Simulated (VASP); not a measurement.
Input of a VASP 6.6.1 run:

POSCAR

```
GaN
1.0
    0.0000000000      2.3164048720      2.1814686658
    2.3164048720      0.0000000000      2.1814686658
    2.3164048720      2.3164048720      0.0000000000
Ga N
1 1
Direct
    0.0000000000      0.0000000000      0.0000000000
    0.7500000000      0.7500000000      0.7500000000
```

INCAR.step1

```
SYSTEM = GaN
PREC     = Accurate       ! precision mode
ENCUT    = 520            ! plane-wave cutoff, eV
ISMEAR   = 0              ! smearing method
SIGMA    = 0.05           ! smearing width, eV
LREAL    = .False.        ! projectors in reciprocal space
LASPH    = .True.         ! aspherical terms in the spheres
NELM     = 60             ! most SCF steps
NBANDS   = 16             ! bands
GGA      = PE             ! functional
ALGO     = Normal         ! electronic algorithm
EDIFF    = 1E-4           ! SCF threshold, eV
LWAVE    = .True.         ! write WAVECAR
LCHARG   = .False.        ! write CHGCAR
```

INCAR.step2

```
SYSTEM = GaN
PREC     = Accurate       ! precision mode
ENCUT    = 520            ! plane-wave cutoff, eV
EDIFF    = 1E-6           ! SCF threshold, eV
ISMEAR   = 0              ! smearing method
SIGMA    = 0.05           ! smearing width, eV
LREAL    = .False.        ! projectors in reciprocal space
LASPH    = .True.         ! aspherical terms in the spheres
NELM     = 60             ! most SCF steps
ALGO     = Normal         ! electronic algorithm
ISIF     = 2              ! what is computed and relaxed
LWAVE    = .False.        ! write WAVECAR
LCHARG   = .True.         ! write CHGCAR
METAGGA  = R2SCAN         ! meta-GGA
LMIXTAU  = .True.       
LELF     = .True.         ! ELF
LVHAR    = .True.       
NBANDS   = 16             ! bands
ISTART   = 1
```

The input KPOINTS:

```
regular mesh
0
Gamma
  10 10 10
  0 0 0
```

Potentials or basis: VASP PAW PBE potentials, release 64 (Ga_d, N).

Launch:

```sh
$ cat potpaw_PBE.64/Ga_d/POTCAR potpaw_PBE.64/N/POTCAR > POTCAR
$ cp INCAR.step1 INCAR
$ mpirun -np 1 vasp_std > vasp.out
$ cp INCAR.step2 INCAR
$ mpirun -np 1 vasp_std > vasp.out
```

Q: Predict the pressure.

A: -4.5 GPa.

Q: Predict the band gap on the k mesh.

A: 1.79 eV, direct.

Stress tensor (GPa, compression positive):
```
-6.75  0.00  0.00
 0.00 -6.75  0.00
 0.00  0.00  0.10
```

Caveat: the cell differs from its parent crystal (strain +0.030 along x and y, -0.030 along z); the PAW data sets were made with another functional, which shifts forces and pressure a little.
